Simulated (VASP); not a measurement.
The system is MnO.

```
Mn O
1.0
     0.00000    2.22200    2.22200
     2.22200    0.00000    2.22200
     2.22200    2.22200    0.00000
Mn O
1 1
Direct
  0.00000 0.00000 0.00000
  0.50000 0.50000 0.50000
```

Base run:

```yaml
Program: VASP 6.6.1
Functional: LDA
Potentials_or_basis: VASP PAW LDA potentials, release 64 (Mn_pv, O)
Cutoff: 520 eV
k_mesh: 14 × 14 × 14
Occupations: gaussian, width 0.05 eV
Spin: collinear spin, ferromagnetic start
Starting_moments: "[5.0, 0.0] μB"
```

Its results: pressure -17.4 GPa.

Question: The run is repeated on the same cell with these changes: spin from collinear spin, ferromagnetic start to no spin polarisation; further incar settings from ALGO = Normal; EDIFF = 1e-06; NBANDS = 20 to ALGO = Normal; EDIFF = 1e-06; NBANDS = 16. What comes out?

Answer: Pressure -46.9 GPa.

Caveats: a cell with one magnetic atom can't hold antiferromagnetic order, which such compounds often take (some runs); an odd number of electrons without spin polarisation forces a metal (some runs); a magnetic or distorted state may lie lower (some runs).
